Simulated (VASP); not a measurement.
# W in VASP: single point with LDA

Aim: the single point of W with LDA.

All numbers are computed with VASP 6.6.1; they aren't measurements. Logs are shortened: lines on timing, memory, paths and dates and some standing lists are left out, and cuts for length are marked.

**1. The cell of the first run**

The cell holds a slab with vacuum, 4 atoms: a = 3.160 Å, b = 3.160 Å, c = 25.750 Å, α = 90.00°, β = 90.00°, γ = 90.00°.

**2. Single point, LDA**

Contents of INCAR:

```
SYSTEM = W
PREC     = Accurate       ! precision mode
ENCUT    = 400            ! plane-wave cutoff, eV
EDIFF    = 1E-6           ! SCF threshold, eV
ISMEAR   = 1              ! smearing method
SIGMA    = 0.1            ! smearing width, eV
LREAL    = .FALSE.        ! projectors in reciprocal space
LASPH    = .TRUE.         ! aspherical terms in the spheres
NELM     = 120            ! most SCF steps
ALGO     = Normal         ! electronic algorithm
ISIF     = 2              ! what is computed and relaxed
LWAVE    = .FALSE.        ! write WAVECAR
LCHARG   = .FALSE.        ! write CHGCAR
LDIPOL   = .TRUE.       
IDIPOL   = 3            
DIPOL    = 0.5 0.5 0.657
GGA      = CA             ! functional
NBANDS   = 36             ! bands
GGA_COMPAT= .FALSE.      
NELMDL   = -8
```

Contents of KPOINTS:

```
Automatic mesh
0
G
  10 10 1
  0 0 0
```

Contents of POSCAR:

```
W
1.0
    3.1595146153      0.0000000000      0.0000000000
    0.0000000000      3.1595146153      0.0000000000
    0.0000000000      0.0000000000     25.7498978125
W
4
Direct
    0.0000000000      0.0000000000      0.5699767249
    0.5000000000      0.5000000000      0.6253173861
    1.0000000000      0.0000000000      0.6900534137
    0.5000000000      0.5000000000      0.7421805920
```

Potentials or basis: VASP PAW LDA potentials, release 64 (W_sv).

Run with:

```
$ cat potpaw_LDA.64/W_sv/POTCAR > POTCAR
$ mpirun -np 1 vasp_std > vasp.out
```

OUTCAR:

```text
SYSTEM = W
   PREC = Accurate
   ENCUT = 400
   EDIFF = 1E-6
   ISMEAR = 1
   LREAL = .FALSE.
   LASPH = .TRUE.
   NELM = 120
   ISIF = 2
   GGA = CA
   NELMDL = -8

 ion  position               nearest neighbor table
   1  0.000  0.000  0.570-   2 2.65   2 2.65   2 2.65   2 2.65   3 3.09
   2  0.500  0.500  0.625-   1 2.65   1 2.65   1 2.65   1 2.65   3 2.79   3 2.79   3 2.79   3 2.79
                             4 3.01
   3  0.000  0.000  0.690-   4 2.61   4 2.61   4 2.61   4 2.61   2 2.79   2 2.79   2 2.79   2 2.79
                             1 3.09
   4  0.500  0.500  0.742-   3 2.61   3 2.61   3 2.61   3 2.61   2 3.01

  LATTYP: Found a simple tetragonal cell.
 ALAT       =     3.1595146153
 C/A-ratio  =     8.1499536947

  Lattice vectors:

 A1 = (   3.1595146153,   0.0000000000,   0.0000000000)
 A2 = (   0.0000000000,   3.1595146153,   0.0000000000)
 A3 = (   0.0000000000,   0.0000000000,  25.7498978125)

Analysis of symmetry for initial positions (statically):
=====================================================================
 Subroutine PRICEL returns:
 Original cell was already a primitive cell.

 Routine SETGRP: Setting up the symmetry group for a
 simple tetragonal supercell.

 Subroutine GETGRP returns: Found  8 space group operations
 (whereof  8 operations were pure point group operations)
 out of a pool of 16 trial point group operations.

The static configuration has the point symmetry C_4v.

Analysis of symmetry for dynamics (positions and initial velocities):
=====================================================================
 Subroutine PRICEL returns:
 Original cell was already a primitive cell.

 Routine SETGRP: Setting up the symmetry group for a
 simple tetragonal supercell.

 Subroutine GETGRP returns: Found  8 space group operations
 (whereof  8 operations were pure point group operations)
 out of a pool of 16 trial point group operations.

The dynamic configuration has the point symmetry C_4v.

 Subroutine INISYM returns: Found  8 space group operations
 (whereof  8 operations are pure point group operations),
 and found     1 'primitive' translations

----------------------------------------------------------------------------------------

                                     Primitive cell

  volume of cell :     257.0492

[... 87 lines left out ...]
   NELM   =    120;   NELMIN=  2; NELMDL= -8     # of ELM steps
   EDIFF  = 0.1E-05   stopping-criterion for ELM
   LREAL  =      F    real-space projection
[... 7 lines left out ...]
   TEBEG  =    0.0;   TEEND  =   0.0 temperature during run
   PSTRESS=    0.0 pullay stress
   NELECT =      56.0000    total number of electrons
   NUPDOWN=      -1.0000    fix difference up-down
   EMIN   =  10.00;   EMAX   =-10.00  energy-range for DOS
   EFERMI =   0.00;   METHOD = LEGACY
   ISMEAR =     1;   SIGMA  =   0.10  broadening in eV -4-tet -1-fermi 0-gaus
   EFERMI_NEDOS =   21; number of points for ismear=-14 and -15
   IALGO  =     38    algorithm
   IMIX   =      4    mixing-type and parameters
     AMIX     =   0.40;   BMIX     =  1.00
     AMIX_MAG =   1.60;   BMIX_MAG =  1.00
  volume/ion in A,a.u.               =      64.26       433.66
  Fermi-wavevector in a.u.,A,eV,Ry     =   0.985066  1.861505 13.202487  0.970355
  Thomas-Fermi vector in A             =   2.116346
   LORBIT       =      0    0 simple, 1 ext, 2 COOP (PROOUT), +10 PAW based schemes
   GGA     = CA    functional components
   LHFCALC =     F    Hartree Fock is set to
   AEXX    =    0.0000 exact exchange contribution
   IVDW    =     0    specifies the selected vdW correction
   LEPSILON=     F    determine dielectric tensor
   LRPA    =     F    only Hartree local field effects (RPA)
 non-spin polarized calculation
 Methfessel and Paxton  Order N= 1 SIGMA  =   0.10
  energy-cutoff  :      400.00
  volume of cell :      257.05
 maximum number of plane-waves:      4707
 NGX is ok and might be reduce to    24
   NGX = 11   NGY = 11   NGZ = 83

 dipolmoment           0.000000      0.000000     -0.011824 electrons x Angstroem

 number of electron      55.9999999 magnetization

 dipolmoment           0.000000      0.000000      0.002162 electrons x Angstroem

 Free energy of the ion-electron system (eV)
  ---------------------------------------------------
  ext. energy  EPLUGINS =         0.00000000
  ---------------------------------------------------
  free energy    TOTEN  =       -50.91588729 eV

  energy without entropy =      -50.90951653  energy(sigma->0) =      -50.91376371

 E-fermi :  -0.5241     XC(G=0):  -4.3252

 val. band max:       -0.5376253976   @ k =   0.4000   0.2000   0.0000
 cond. band min:      -0.5185222107   @ k =   0.2000   0.0000   0.0000
 fundamental gap:      0.0191031869
 Fermi energy:        -0.5241140918

 k-point     1 :       0.0000    0.0000    0.0000
  band No.  band energies     occupation
      1     -73.9076      2.00000
      2     -73.8276      2.00000
      3     -73.6961      2.00000
      4     -73.6008      2.00000
      5     -38.6426      2.00000
      6     -38.6426      2.00000
[... 808 lines left out ...]
     35       2.8374      0.00000
     36       2.8589      0.00000

------------------------ aborting loop because EDIFF is reached ----------------------------------------

 vacuum level on the upper side and lower side of the slab       (xc-potential included)         0.012        -0.027

  FORCE on cell =-STRESS in cart. coord.  units (eV):
  Direction    XX          YY          ZZ          XY          YZ          ZX
  --------------------------------------------------------------------------------------
  -------------------------------------------------------------------------------------
  Total       -5.2858757     -5.2858757     -1.7314840      0.0000000      0.0000000      0.0000000
  in kB      -32.9466515    -32.9466515    -10.7922706      0.0000000      0.0000000      0.0000000
  external PRESSURE =     -25.5618579 kB  Pullay stress =       0.0000000 kB

 VOLUME and BASIS-vectors are now :
 -----------------------------------------------------------------------------
  energy-cutoff  :      400.00
  volume of cell :      257.05
      direct lattice vectors                 reciprocal lattice vectors
     3.159514615  0.000000000  0.000000000     0.316504312  0.000000000  0.000000000
     0.000000000  3.159514615  0.000000000     0.000000000  0.316504312  0.000000000
     0.000000000  0.000000000 25.749897812     0.000000000  0.000000000  0.038835106

 POSITION                                       TOTAL-FORCE (eV/Angst)
 -----------------------------------------------------------------------------------
      0.00000      0.00000     14.67684         0.000000      0.000000      1.118119
      1.57976      1.57976     16.10186         0.000000      0.000000     -1.163694
      0.00000      0.00000     17.76880         0.000000      0.000000      0.166566
      1.57976      1.57976     19.11107         0.000000      0.000000     -0.120991
 -----------------------------------------------------------------------------------
    total drift:                                0.000000     -0.000000     -0.000085

  FREE ENERGIE OF THE ION-ELECTRON SYSTEM (eV)
  ---------------------------------------------------
  free  energy   TOTEN  =       -50.9158872935 eV

  energy  without entropy=      -50.9095165326  energy(sigma->0) =      -50.91376371

 vacuum level on the upper side and lower side of the slab         3.894         3.855
```

OSZICAR:

```text
N       E                     dE             d eps       ncg     rms          rms(c)
DAV:   1     0.533544429885E+03    0.53354E+03   -0.32273E+04  1952   0.115E+03
DAV:   2    -0.324429570305E+02   -0.56599E+03   -0.55757E+03  1832   0.388E+02
DAV:   3    -0.543917084946E+02   -0.21949E+02   -0.21243E+02  1756   0.801E+01
[... 22 lines left out ...]
DAV:  26    -0.509158001546E+02   -0.66863E-04   -0.19247E-05  1592   0.307E-02    0.849E-03
DAV:  27    -0.509158423138E+02   -0.42159E-04   -0.22126E-06  1228   0.595E-03    0.674E-03
DAV:  28    -0.509158700816E+02   -0.27768E-04   -0.26830E-06  1204   0.127E-02    0.214E-03
DAV:  29    -0.509158826955E+02   -0.12614E-04   -0.10363E-06  1120   0.492E-03    0.216E-03
DAV:  30    -0.509158867020E+02   -0.40064E-05   -0.22894E-07  1000   0.258E-03    0.142E-03
DAV:  31    -0.509158872935E+02   -0.59152E-06   -0.56094E-08   816   0.220E-03
   1 F= -.50915887E+02 E0= -.50913764E+02  d E =-.637076E-02
```

stdout:

```text
POSCAR found type information on POSCAR W
 POSCAR found :  1 types and       4 ions
 scaLAPACK will be used
 LDA part: xc-table for (Slater(with rela. corr.)+CA(PZ))
 , standard interpolation
 POSCAR, INCAR and KPOINTS ok, starting setup
 FFT: planning ... GRIDC
 FFT: planning ... GRID_SOFT
 FFT: planning ... GRID
 WAVECAR not read
 entering main loop
```

Run time: 3.8 min. Hardware: 1 thread of Intel Xeon Platinum 8259CL at 2.50GHz (Skylake/Cascade Lake), shared host; peak memory 0.28 GiB.

What came out:

| Quantity | Value |
| --- | --- |
| Free energy | -50.9159 eV |
| Largest force | 1.164 eV/Å |
| Band gap on the k mesh | zero (band 28 reaches 1.04 eV, above the bottom of band 29 at -0.82 eV) |

Forces on the atoms (eV/Å):
```
W    0.000  0.000  1.118
W    0.000  0.000 -1.164
W    0.000  0.000  0.167
W    0.000  0.000 -0.121
```

Levels at points of the mesh, in eV from the Fermi level:
| k point | band 26 | band 27 | band 28 | band 29 | band 30 | band 31 |
| --- | --- | --- | --- | --- | --- | --- |
| (0.00, 0.00, 0.00) | -0.39 | -0.32 | -0.17 | -0.17 | -0.06 | 0.36 |
| (0.50, 0.00, 0.00) | -0.89 | -0.32 | -0.28 | 0.92 | 1.25 | 1.80 |
| (0.50, 0.50, 0.00) | -1.30 | 1.57 | 1.57 | 1.92 | 2.00 | 2.74 |

Caveat: spin-orbit coupling is left out, which moves the levels of the heavy elements.
